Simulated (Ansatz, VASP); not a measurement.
## ZnS in VASP and in Ansatz

INCAR

```
SYSTEM = ZnS
PREC = Accurate
ENCUT = 520
EDIFF = 1E-6
ISMEAR = 0
SIGMA = 0.01
LREAL = .FALSE.
LASPH = .TRUE.
NELM = 60
ALGO = Normal
ISIF = 2
LWAVE = .FALSE.
LCHARG = .TRUE.
LELF = .TRUE.
LVHAR = .TRUE.
NBANDS = 26
```

The input KPOINTS:

```
regular mesh
0
G
  9 9 6
  0 0 0
```

Contents of POSCAR:

```
ZnS
1.0
    3.7822379936      0.0000000000      0.0000000000
   -1.8911189968      3.2755141856      0.0000000000
    0.0000000000      0.0000000000      6.2081825480
Zn S
2 2
Direct
    0.3333333333      0.6666666667     -0.0562062353
    0.6666666667      0.3333333333      0.4437937647
    0.3333333333      0.6666666667      0.4312062353
    0.6666666667      0.3333333333      0.9312062353
```

Input for Ansatz:

```yaml
crystal:
  lattice:
    - [3.7822379936, 0.0, 0.0]
    - [-1.8911189968, 3.2755141856, 0.0]
    - [0.0, 0.0, 6.208182548]
  atoms:
    - { symbol: Zn, position: [0.3333333333, 0.6666666667, -0.0562062353] }
    - { symbol: Zn, position: [0.6666666667, 0.3333333333, 0.4437937647] }
    - { symbol: S, position: [0.3333333333, 0.6666666667, 0.4312062353] }
    - { symbol: S, position: [0.6666666667, 0.3333333333, 0.9312062353] }
basis:
  ecutwfc: 420
  xc_grid: 2
kpoints:
  mp_grid: { grid: [9, 9, 6] }
hamiltonian:
  xc: lda
  pseudopotentials: { kind: paw, azcp: { folder: soft_1 } }
scf:
  occupations: { method: fixed }
output:
  forces: true
  stress: true
  eigenvalues: true
  polarization: {}
```

Change from the starting cell: polar distortion scaled by 0.10.

Alike in both runs: task single point; functional LDA; k mesh 9 × 9 × 6; no spin polarisation.

|  | VASP | Ansatz |
| --- | --- | --- |
| version | VASP 6.6.1 | Ansatz 0.2.0 |
| potentials or method | VASP PAW LDA potentials, release 64 (Zn, S), cutoff 520 eV | scalar-relativistic, plane waves, PAW |
| occupations | gaussian, width 0.01 eV | fixed |
| valence electrons in the cell | 36 | 36 |

|  | VASP | Ansatz | Ansatz less VASP |
| --- | --- | --- | --- |
| gap on the k mesh at the Fermi level (eV) | 2.42 | 2.39 | -0.032 |
| least direct gap on the mesh (eV) | 2.44 | 2.41 | -0.031 |
| pressure (GPa) | 3.2 | 3.0 | -0.27 |
| traceless stress, the component that is largest in VASP (GPa) | -5.30 | -5.05 | +0.252 |
| rms of the force components (eV/Å) | 0.125 | 0.123 | -0.0015 |

Ansatz warns that its potentials were made for another functional, while VASP's fit it. LDA's correlation is that of Perdew and Zunger in VASP and of Perdew and Wang (1992) in Ansatz. Atom by atom the forces differ by 0.001 eV/Å (rms over components).
